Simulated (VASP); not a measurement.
# Sn (P6_3/mmc) in VASP: notebook

Sn is run at these levels: PBE; tasks: single point, relaxation of cell and atoms.

Everything below comes from runs of VASP 6.6.1. Logs are shortened: lines on timing, memory, paths and dates and some standing lists are left out, and cuts for length are marked.

## 1. The cell of the first run

It takes space group P6_3/mmc (No. 194, hexagonal). Conventional cell: a = 2.991 Å, b = 2.991 Å, c = 4.907 Å, α = 90.00°, β = 90.00°, γ = 120.00°. Sn (site symmetry -6m2) has 12 Sn at 2.99 to 3.00 Å within 3.9 Å.

This isn't the form of Sn at room conditions, which is tetragonal (white tin).

## 2. Single point, PBE

Contents of INCAR:

```
PREC = Accurate
ENCUT = 520
EDIFF = 1E-7
ISMEAR = -1
SIGMA = 0.05
LREAL = False
LASPH = True
NELM = 60
ALGO = Normal
ISIF = 2
LWAVE = False
LCHARG = False
GGA = PE
NBANDS = 21
```

Contents of KPOINTS:

```
Automatic mesh
0
Gamma
  15 15 8
```

Contents of POSCAR:

```
Sn
1.0
    2.9914946174      0.0000000000      0.0000000000
   -1.4957473087      2.5907103339      0.0000000000
    0.0000000000      0.0000000000      4.9070207378
Sn
2
Direct
    0.3333333333      0.6666666667      0.2500000000
    0.6666666667      0.3333333333      0.7500000000
```

Potentials or basis: VASP PAW PBE potentials, release 64 (Sn_d).

Run with:

```sh
cat potpaw_PBE.64/Sn_d/POTCAR > POTCAR
mpirun -np 1 vasp_std > vasp.out
```

OUTCAR:

```text
PREC = Accurate
   ENCUT = 520
   EDIFF = 1E-7
   ISMEAR = -1
   LREAL = False
   LASPH = True
   NELM = 60
   ISIF = 2
   GGA = PE

 ion  position               nearest neighbor table
   1  0.333  0.667  0.250-   2 3.00   2 3.00   2 3.00   2 3.00   2 3.00   2 3.00
   2  0.667  0.333  0.750-   1 3.00   1 3.00   1 3.00   1 3.00   1 3.00   1 3.00

  LATTYP: Found a hexagonal cell.
 ALAT       =     2.9914946174
 C/A-ratio  =     1.6403241073

  Lattice vectors:

 A1 = (   2.9914946174,   0.0000000000,   0.0000000000)
 A2 = (  -1.4957473087,   2.5907103339,   0.0000000000)
 A3 = (   0.0000000000,   0.0000000000,   4.9070207378)

Analysis of symmetry for initial positions (statically):
=====================================================================
 Subroutine PRICEL returns:
 Original cell was already a primitive cell.

 Routine SETGRP: Setting up the symmetry group for a
 hexagonal supercell.

 Subroutine GETGRP returns: Found 24 space group operations
 (whereof 12 operations were pure point group operations)
 out of a pool of 24 trial point group operations.

The static configuration has the point symmetry D_3d.
 The point group associated with its full space group is D_6h.

Analysis of symmetry for dynamics (positions and initial velocities):
=====================================================================
 Subroutine PRICEL returns:
 Original cell was already a primitive cell.

 Routine SETGRP: Setting up the symmetry group for a
 hexagonal supercell.

 Subroutine GETGRP returns: Found 24 space group operations
 (whereof 12 operations were pure point group operations)
 out of a pool of 24 trial point group operations.

The dynamic configuration has the point symmetry D_3d.
 The point group associated with its full space group is D_6h.

 Subroutine INISYM returns: Found 24 space group operations
 (whereof 12 operations are pure point group operations),
 and found     1 'primitive' translations

----------------------------------------------------------------------------------------

                                     Primitive cell

  volume of cell :      38.0299

  direct lattice vectors                    reciprocal lattice vectors
     2.991494617  0.000000000  0.000000000     0.334281063  0.192997262  0.000000000
    -1.495747309  2.590710334  0.000000000     0.000000000  0.385994523  0.000000000
     0.000000000  0.000000000  4.907020738     0.000000000  0.000000000  0.203789642

  length of vectors
     2.991494617  2.991494617  4.907020738     0.385994523  0.385994523  0.203789642

  position of ions in fractional coordinates (direct lattice)
     0.333333333  0.666666667  0.250000000
     0.666666667  0.333333333  0.750000000

  ion indices of the primitive-cell ions
   primitive index   ion index
                 1           1
                 2           2

----------------------------------------------------------------------------------------

 KPOINTS: Automatic mesh

Automatic generation of k-mesh.
 Grid dimensions read from file:
 generate k-points for:   15   15    8

 Generating k-lattice:

  Cartesian coordinates                     Fractional coordinates (reciprocal lattice)
     0.022285404  0.012866484  0.000000000     0.066666667  0.000000000  0.000000000
     0.000000000  0.025732968  0.000000000     0.000000000  0.066666667  0.000000000
     0.000000000  0.000000000  0.025473705     0.000000000  0.000000000  0.125000000

  Length of vectors
     0.025732968  0.025732968  0.025473705

  Shift w.r.t. Gamma in fractional coordinates (k-lattice)
     0.000000000  0.000000000  0.000000000

 Subroutine IBZKPT returns following result:
 ===========================================

 Found    135 irreducible k-points:

 Following reciprocal coordinates:
            Coordinates               Weight
  0.000000  0.000000  0.000000      1.000000
  0.066667 -0.000000  0.000000      6.000000
  0.133333  0.000000  0.000000      6.000000
  0.200000  0.000000  0.000000      6.000000
  0.266667  0.000000  0.000000      6.000000
  0.333333  0.000000  0.000000      6.000000
[... 16 lines left out ...]
  0.333333  0.200000  0.000000     12.000000
  0.400000  0.200000  0.000000      6.000000
 [... further k-points ...]
   k-points           NKPTS =    135   k-points in BZ     NKDIM =    135   number of bands    NBANDS=     21
   number of dos      NEDOS =    301   number of ions     NIONS =      2
   total plane-waves  NPLWV =  20736
   dimension x,y,z NGX =    24 NGY =   24 NGZ =   36
   dimension x,y,z NGXF=    48 NGYF=   48 NGZF=   72
   ions per type =               2
   NGX,Y,Z   is equivalent  to a cutoff of  13.34, 13.34, 12.20 a.u.
   NGXF,Y,Z  is equivalent  to a cutoff of  26.67, 26.67, 24.39 a.u.
 SYSTEM =  unknown system
   PREC   = accura    normal or accurate (medium, high low for compatibility)
   ISTART =      0    job   : 0-new  1-cont  2-samecut
   ICHARG =      2    charge: 1-file 2-atom 10-const
   ISPIN  =      1    spin polarized calculation?
   LNONCOLLINEAR =      F non collinear calculations
   LSORBIT =      F    spin-orbit coupling
   LASPH  =      T    aspherical Exc in radial PAW
   ENCUT  =  520.0 eV  38.22 Ry    6.18 a.u.   5.56  5.56  9.12*2*pi/ulx,y,z
   NELM   =     60;   NELMIN=  2; NELMDL= -5     # of ELM steps
   EDIFF  = 0.1E-06   stopping-criterion for ELM
   LREAL  =      F    real-space projection
   EDIFFG = 0.1E-05   stopping-criterion for IOM
   NSW    =      0    number of steps for IOM
   IBRION =     -1    ionic relax: 0-MD 1-quasi-New 2-CG
   NFREE  =      0    steps in history (QN), initial steepest desc. (CG)
   ISIF   =      2    stress and relaxation
   ISYM   =      2    0-nonsym 1-usesym 2-fastsym
   POTIM  = 0.5000    time-step for ionic-motion
   TEBEG  =    0.0;   TEEND  =   0.0 temperature during run
   PSTRESS=    0.0 pullay stress
   NELECT =      28.0000    total number of electrons
   NUPDOWN=      -1.0000    fix difference up-down
   EMIN   =  10.00;   EMAX   =-10.00  energy-range for DOS
   EFERMI =   0.00;   METHOD = LEGACY
   ISMEAR =    -1;   SIGMA  =   0.05  broadening in eV -4-tet -1-fermi 0-gaus
   EFERMI_NEDOS =   21; number of points for ismear=-14 and -15
   IALGO  =     38    algorithm
   IMIX   =      4    mixing-type and parameters
     AMIX     =   0.40;   BMIX     =  1.00
     AMIX_MAG =   1.60;   BMIX_MAG =  1.00
  volume/ion in A,a.u.               =      19.01       128.32
  Fermi-wavevector in a.u.,A,eV,Ry     =   1.478266  2.793517 29.732398  2.185270
  Thomas-Fermi vector in A             =   2.592568
   LORBIT       =      0    0 simple, 1 ext, 2 COOP (PROOUT), +10 PAW based schemes
   GGA     = PE    functional components
   LHFCALC =     F    Hartree Fock is set to
   AEXX    =    0.0000 exact exchange contribution
   IVDW    =     0    specifies the selected vdW correction
   LEPSILON=     F    determine dielectric tensor
   LRPA    =     F    only Hartree local field effects (RPA)
 non-spin polarized calculation
  energy-cutoff  :      520.00
  volume of cell :       38.03
 maximum number of plane-waves:      1050
 NGX is ok and might be reduce to    24

 number of electron      28.0000003 magnetization

 Free energy of the ion-electron system (eV)
  ---------------------------------------------------
  ext. energy  EPLUGINS =         0.00000000
  ---------------------------------------------------
  free energy    TOTEN  =        -5.90919055 eV

  energy without entropy =       -5.90296128  energy(sigma->0) =       -5.90607592

 E-fermi :  13.3460     XC(G=0): -12.1590

 val. band max:       13.3312777362   @ k =   0.2667   0.2000   0.2500
 cond. band min:      13.3887846485   @ k =   0.4000   0.1333   0.0000
 fundamental gap:      0.0575069123
 Fermi energy:        13.3459978516

 k-point     1 :       0.0000    0.0000    0.0000
  band No.  band energies     occupation
      1      -8.7700      2.00000
      2      -8.7018      2.00000
      3      -8.6641      2.00000
      4      -8.6641      2.00000
      5      -8.6268      2.00000
      6      -8.6268      2.00000
[... 13 lines left out ...]
     20      24.4715      0.00000
     21      27.4047      0.00000

 k-point     2 :       0.0667   -0.0000    0.0000
  band No.  band energies     occupation
      1      -8.7633      2.00000
      2      -8.7078      2.00000
      3      -8.6517      2.00000
      4      -8.6467      2.00000
      5      -8.6249      2.00000
      6      -8.6102      2.00000
[... 13 lines left out ...]
     20      24.9720      0.00000
     21      26.2403      0.00000

 k-point     3 :       0.1333    0.0000    0.0000
  band No.  band energies     occupation
      1      -8.7705      2.00000
      2      -8.7002      2.00000
      3      -8.6386      2.00000
      4      -8.5971      2.00000
      5      -8.5968      2.00000
      6      -8.5730      2.00000
[... 13 lines left out ...]
     20      24.8639      0.00000
     21      25.7257      0.00000

 k-point     4 :       0.2000    0.0000    0.0000
  band No.  band energies     occupation
      1      -8.8096      2.00000
      2      -8.6745      2.00000
      3      -8.6323      2.00000
      4      -8.6168      2.00000
      5      -8.5885      2.00000
      6      -8.5304      2.00000
[... 13 lines left out ...]
     20      25.1699      0.00000
     21      25.3852      0.00000

 k-point     5 :       0.2667    0.0000    0.0000
  band No.  band energies     occupation
      1      -8.8573      2.00000
      2      -8.6840      2.00000
      3      -8.6718      2.00000
      4      -8.6166      2.00000
      5      -8.5887      2.00000
      6      -8.4514      2.00000
[... 13 lines left out ...]
     20      24.3412      0.00000
     21      26.2118      0.00000
[... 382 lines left out ...]
     20      25.7882      0.00000
     21      26.7685      0.00000

 k-point    22 :       0.2667    0.2000    0.0000
  band No.  band energies     occupation
      1      -8.7877      2.00000
      2      -8.7706      2.00000
      3      -8.6835      2.00000
      4      -8.6460      2.00000
      5      -8.5147      2.00000
      6      -8.4917      2.00000
[... 13 lines left out ...]
     20      25.8693      0.00000
     21      28.5902      0.00000

 k-point    23 :       0.3333    0.2000    0.0000
  band No.  band energies     occupation
      1      -8.8200      2.00000
      2      -8.7896      2.00000
      3      -8.6402      2.00000
      4      -8.6360      2.00000
      5      -8.5200      2.00000
      6      -8.4969      2.00000
[... 13 lines left out ...]
     20      25.6819      0.00000
     21      29.6988      0.00000

 k-point    24 :       0.4000    0.2000    0.0000
  band No.  band energies     occupation
      1      -8.8315      2.00000
      2      -8.7963      2.00000
      3      -8.6359      2.00000
      4      -8.6188      2.00000
      5      -8.5322      2.00000
      6      -8.4808      2.00000
[... 13 lines left out ...]
     20      25.6119      0.00000
     21      30.1887      0.00000

 [... further k-points ...]

------------------------ aborting loop because EDIFF is reached ----------------------------------------

  FORCE on cell =-STRESS in cart. coord.  units (eV):
  Direction    XX          YY          ZZ          XY          YZ          ZX
  --------------------------------------------------------------------------------------
  -------------------------------------------------------------------------------------
  Total       10.4296711     10.4296711     10.4331055     -0.0000000      0.0000000      0.0000000
  in kB      439.3961223    439.3961223    439.5408121     -0.0000000      0.0000000      0.0000000
  external PRESSURE =     439.4443522 kB  Pullay stress =       0.0000000 kB

 VOLUME and BASIS-vectors are now :
 -----------------------------------------------------------------------------
  energy-cutoff  :      520.00
  volume of cell :       38.03
      direct lattice vectors                 reciprocal lattice vectors
     2.991494617  0.000000000  0.000000000     0.334281063  0.192997262  0.000000000
    -1.495747309  2.590710334  0.000000000     0.000000000  0.385994523  0.000000000
     0.000000000  0.000000000  4.907020738     0.000000000  0.000000000  0.203789642

 POSITION                                       TOTAL-FORCE (eV/Angst)
 -----------------------------------------------------------------------------------
     -0.00000      1.72714      1.22676         0.000000     -0.000000      0.000000
      1.49575      0.86357      3.68027        -0.000000      0.000000      0.000000
 -----------------------------------------------------------------------------------
    total drift:                               -0.000000      0.000000      0.000000

  FREE ENERGIE OF THE ION-ELECTRON SYSTEM (eV)
  ---------------------------------------------------
  free  energy   TOTEN  =        -5.9091905548 eV

  energy  without entropy=       -5.9029612754  energy(sigma->0) =       -5.90607592
```

Wall time 34 s (1 thread of Intel Xeon 6975P-C (Granite Rapids), shared host); peak memory 0.21 GiB.

What came out:

```yaml
Free_energy: -5.9092 eV
Pressure: 43.9 GPa
Band_gap_on_the_k_mesh: zero (bands 14 and 15 overlap by 11.79 eV)
```

Levels at points of the mesh, in eV from the Fermi level:
```tsv
k point	band 11	band 12	band 13	band 14	band 15	band 16	band 17	band 18
(0.00, 0.00, 0.00)	-14.32	-7.56	-6.91	8.05	8.05	10.18	10.36	10.36
(0.00, 0.00, 0.50)	-12.58	-12.58	1.37	1.37	9.39	9.39	9.39	9.39
```

Caveat: the cell stands under pressure; spin-orbit coupling is left out, which moves the levels of the heavy elements.

## 3. Single point, PBE

Contents of INCAR:

```
SYSTEM = Sn
  PREC = Accurate
  ENCUT = 520
  EDIFF = 1E-7
  ISMEAR = -1
  SIGMA = 0.05
  LREAL = .False.
  LASPH = .True.
  NELM = 100
  ALGO = Normal
  ISIF = 2
  LWAVE = .False.
  LCHARG = .False.
  GGA = PE
  NBANDS = 21
```

Contents of KPOINTS:

```
Automatic mesh
0
Gamma
  15 15 8
  0 0 0
```

Contents of POSCAR:

```
Sn
1.0
    2.9912795995      0.0000000000      0.0000000000
   -1.4956397997      2.5905241230      0.0000000000
    0.0000000000      0.0000000000      4.9068479380
Sn
2
Direct
    0.3333333333      0.6666666667      0.2500000000
    0.6666666667      0.3333333333      0.7500000000
```

Potentials or basis: VASP PAW PBE potentials, release 64 (Sn_d).

Run with:

```sh
cat potpaw_PBE.64/Sn_d/POTCAR > POTCAR
mpirun -np 1 vasp_std > vasp.out
```

It took 34 s on 1 thread of Intel Xeon 6975P-C (Granite Rapids), shared host; peak memory 0.21 GiB.

It converged, with:

* Free energy: -5.9073 eV
* Pressure: 44.0 GPa
* Band gap on the k mesh: zero (bands 14 and 15 overlap by 11.79 eV)

Levels at points of the mesh, in eV from the Fermi level:
| k point | band 11 | band 12 | band 13 | band 14 | band 15 | band 16 | band 17 | band 18 |
| --- | --- | --- | --- | --- | --- | --- | --- | --- |
| (0.00, 0.00, 0.00) | -14.32 | -7.56 | -6.92 | 8.05 | 8.05 | 10.18 | 10.37 | 10.37 |
| (0.00, 0.00, 0.50) | -12.58 | -12.58 | 1.37 | 1.37 | 9.39 | 9.39 | 9.39 | 9.39 |

Caveat: the cell stands under pressure; spin-orbit coupling is left out, which moves the levels of the heavy elements.

## 4. Single point, PBE

This run uses another cell than the first one: it holds 4 atoms, not 2.

Contents of INCAR:

```
SYSTEM = Sn
ALGO = Normal ; EDIFF = 1E-6
ENCUT = 520 ; GGA = PE
ISIF = 2 ; ISMEAR = -1
LASPH = .True. ; LCHARG = .False.
LREAL = .False. ; LWAVE = .False.
NBANDS = 36 ; NELM = 80
PREC = Accurate ; SIGMA = 0.05
```

Contents of KPOINTS:

```
k-points
0
Gamma
  12 12 4
  0 0 0
```

Contents of POSCAR:

```
Sn
1.0
    3.0085896376      0.0000000000      0.0000000000
   -1.5042948188      2.6055150557      0.0000000000
    0.0000000000      0.0000000000      9.7356078528
Sn
4
Direct
    0.0000000000      0.0000000000      0.0000000000
    0.0000000000      0.0000000000      0.5000000000
    0.3333333333      0.6666666667      0.2500000000
    0.6666666667      0.3333333333      0.7500000000
```

Potentials or basis: VASP PAW PBE potentials, release 64 (Sn_d).

Run with:

```sh
cat potpaw_PBE.64/Sn_d/POTCAR > POTCAR
mpirun -np 1 vasp_std > vasp.out
```

OUTCAR:

```text
SYSTEM = Sn
   EDIFF = 1E-6
   ENCUT = 520
   GGA = PE
   ISIF = 2
   ISMEAR = -1
   LASPH = .True.
   LREAL = .False.
   NELM = 80
   PREC = Accurate

 ion  position               nearest neighbor table
   1  0.000  0.000  0.000-   3 2.99   4 2.99   3 2.99   4 2.99   4 2.99   3 2.99
   2  0.000  0.000  0.500-   3 2.99   4 2.99   3 2.99   4 2.99   4 2.99   3 2.99
   3  0.333  0.667  0.250-   1 2.99   2 2.99   1 2.99   2 2.99   1 2.99   2 2.99
   4  0.667  0.333  0.750-   1 2.99   2 2.99   1 2.99   2 2.99   1 2.99   2 2.99

  LATTYP: Found a hexagonal cell.
 ALAT       =     3.0085896376
 C/A-ratio  =     3.2359374410

  Lattice vectors:

 A1 = (   3.0085896376,   0.0000000000,   0.0000000000)
 A2 = (  -1.5042948188,   2.6055150557,   0.0000000000)
 A3 = (   0.0000000000,   0.0000000000,   9.7356078528)

Analysis of symmetry for initial positions (statically):
=====================================================================
 Subroutine PRICEL returns:
 Original cell was already a primitive cell.

 Routine SETGRP: Setting up the symmetry group for a
 hexagonal supercell.

 Subroutine GETGRP returns: Found 24 space group operations
 (whereof 12 operations were pure point group operations)
[... 171 lines left out ...]

 val. band max:       13.2706469440   @ k =   0.4167   0.0833   0.2500
 cond. band min:      13.3382759430   @ k =   0.2500   0.0833   0.0000
 fundamental gap:      0.0676289990
 Fermi energy:        13.3172215209

 k-point     1 :       0.0000    0.0000    0.0000
  band No.  band energies     occupation
      1      -8.8148      2.00000
      2      -8.7780      2.00000
      3      -8.7430      2.00000
      4      -8.7362      2.00000
      5      -8.7362      2.00000
      6      -8.7354      2.00000
[... 925 lines left out ...]
     35      19.5921      0.00000
     36      20.3062      0.00000

 [... further k-points ...]

------------------------ aborting loop because EDIFF is reached ----------------------------------------

  FORCE on cell =-STRESS in cart. coord.  units (eV):
  Direction    XX          YY          ZZ          XY          YZ          ZX
  --------------------------------------------------------------------------------------
  -------------------------------------------------------------------------------------
  Total       20.9147038     20.9147038     20.9145579      0.0000000      0.0000000      0.0000000
  in kB      439.0790206    439.0790206    439.0759571      0.0000000      0.0000000      0.0000000
  external PRESSURE =     439.0779994 kB  Pullay stress =       0.0000000 kB

 VOLUME and BASIS-vectors are now :
 -----------------------------------------------------------------------------
  energy-cutoff  :      520.00
  volume of cell :       76.32
      direct lattice vectors                 reciprocal lattice vectors
     3.008589638  0.000000000  0.000000000     0.332381654  0.191900637  0.000000000
    -1.504294819  2.605515056  0.000000000     0.000000000  0.383801275  0.000000000
     0.000000000  0.000000000  9.735607853     0.000000000  0.000000000  0.102715723

 POSITION                                       TOTAL-FORCE (eV/Angst)
 -----------------------------------------------------------------------------------
      0.00000      0.00000      0.00000        -0.000000     -0.000000      0.000000
      0.00000      0.00000      4.86780        -0.000000     -0.000000      0.000000
     -0.00000      1.73701      2.43390         0.000000     -0.000000     -0.000000
      1.50429      0.86851      7.30171         0.000000      0.000000      0.000000
 -----------------------------------------------------------------------------------
    total drift:                               -0.000000      0.000000      0.000000

  FREE ENERGIE OF THE ION-ELECTRON SYSTEM (eV)
  ---------------------------------------------------
  free  energy   TOTEN  =       -11.7643571020 eV

  energy  without entropy=      -11.7489267384  energy(sigma->0) =      -11.75664192
```

It took 46 s on 1 thread of Intel Xeon 6975P-C (Granite Rapids), shared host; peak memory 0.25 GiB.

Results:

```yaml
Free_energy: -11.7644 eV
Pressure: 43.9 GPa
Band_gap_on_the_k_mesh: zero (bands 28 and 29 overlap by 11.66 eV)
```

Levels at points of the mesh, in eV from the Fermi level:
```tsv
k point	band 24	band 25	band 26	band 27	band 28	band 29	band 30	band 31	band 32	band 33
(0.00, 0.00, 0.00)	-7.39	-6.86	1.61	1.61	7.82	7.82	8.92	8.92	9.14	9.14
(0.50, 0.00, 0.00)	-6.48	-6.18	-6.00	-1.81	-1.69	-0.96	0.24	2.28	4.30	4.31
(0.00, 0.00, 0.50)	-10.30	-3.12	-3.12	6.87	6.87	8.16	8.16	8.16	8.16	9.96
(0.50, 0.00, 0.50)	-7.37	-4.46	-4.46	-3.79	-3.79	1.90	1.90	2.81	2.81	3.65
```

Caveat: the cell stands under pressure; spin-orbit coupling is left out, which moves the levels of the heavy elements.

[end of part 1 of 2]
